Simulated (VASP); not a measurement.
Write the native input for VASP 6.6.1 that does the following.

```yaml
Task: single point
Functional: PBE
Potentials_or_basis: VASP PAW PBE potentials, release 64 (Mo_sv, S)
Cutoff: 520 eV
k_mesh: 14 × 14 × 14
Occupations: gaussian, width 0.1 eV
Spin: collinear spin, ferromagnetic start
Starting_moments: "[1.51, 0.0, 0.0] μB"
Dipole_correction: no
Further_INCAR_settings: ALGO = Normal; EDIFF = 1e-06; NBANDS = 24
```

The structure of MoS2 lies in POSCAR:

```
MoS2
1.0
    0.0000000000      2.9742607281      2.9742607281
    2.9742607281      0.0000000000      2.9742607281
    2.9742607281      2.9742607281      0.0000000000
Mo S
1 2
Direct
    0.0000000000      0.0000000000      0.0000000000
    0.2500000000      0.2500000000      0.2500000000
    0.7500000000      0.7500000000      0.7500000000
```

One way to write it, as run:

INCAR

```
SYSTEM = MoS2
PREC = Accurate
ENCUT = 520
EDIFF = 1E-6
ISMEAR = 0
SIGMA = 0.1
LREAL = .FALSE.
LASPH = .TRUE.
NELM = 150
ALGO = Normal
ISIF = 2
LWAVE = .FALSE.
LCHARG = .FALSE.
ISPIN = 2
MAGMOM = 1.51 0 0
LORBIT = 11
LMAXMIX = 4
GGA = PE
NBANDS = 24
```

KPOINTS

```
regular mesh
0
G
  14 14 14
  0 0 0
```

Potentials or basis: VASP PAW PBE potentials, release 64 (Mo_sv, S).

Command:

```sh
$ cat potpaw_PBE.64/Mo_sv/POTCAR potpaw_PBE.64/S/POTCAR > POTCAR
$ mpirun -np 1 vasp_std > vasp.out
```

Results of the run:

```json
{
  "Pressure": "0.0 GPa",
  "Net moment": "1.88 μB per cell",
  "Site moments": "Mo +1.63; S -0.03 μB",
  "Valence electrons inside the program's atomic spheres": "Mo 12.16; S 3.69"
}
```

It took 2.5 min on 1 thread of AMD EPYC 9R45 96-Core Processor (Zen 5) (shared host), peak memory 0.3 GiB.
